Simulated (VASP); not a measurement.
Runs of VASP 6.6.1 on P. The structure is that of space group Fm-3m (No. 225), or close to it. The cells are those of the table. This isn't the form of P at room conditions, which is orthorhombic.

```csv
task,cell,gap on the mesh (eV),pressure (GPa)
relaxation of cell and atoms,"relaxed to 45 GPa from a = 2.744 Å, angles 60.0°, 1 atom",none,45.0
single point,"a = 2.487 Å, angles 60.0°, 1 atom",none,(a)
relaxation of cell and atoms,"relaxed to 15 GPa from a = 2.744 Å, angles 60.0°, 1 atom",none,14.9
single point,"a = 2.631 Å, angles 60.0°, 1 atom",none,14.8
single point,"a = 2.546 Å, angles 60.0°, 1 atom",none,29.6
relaxation of cell and atoms,"relaxed from a = 2.744 Å, angles 60.0°, 1 atom",none,0.0
relaxation of cell and atoms,"relaxed to 30 GPa from a = 2.744 Å, angles 60.0°, 1 atom",none,30.0
single point,"a = 2.749 Å, angles 60.0°, 1 atom",none,-0.1
```

Alike in all rows: level r2SCAN; potentials or basis VASP PAW PBE potentials, release 64 (P); no spin polarisation; k mesh 19 × 19 × 19; cutoff (eV) 550; smearing gaussian 0.05 eV.

Estimate the missing entries.

(a) 44.4.

Caveats: the PAW data sets were made with another functional, which shifts forces and pressure a little; the cell is relaxed towards a set pressure, so the run minimises the enthalpy, not the energy (at least some runs); the cell stands under pressure (at least some runs).

A gap of «none» marks levels without a gap at the run's occupations.
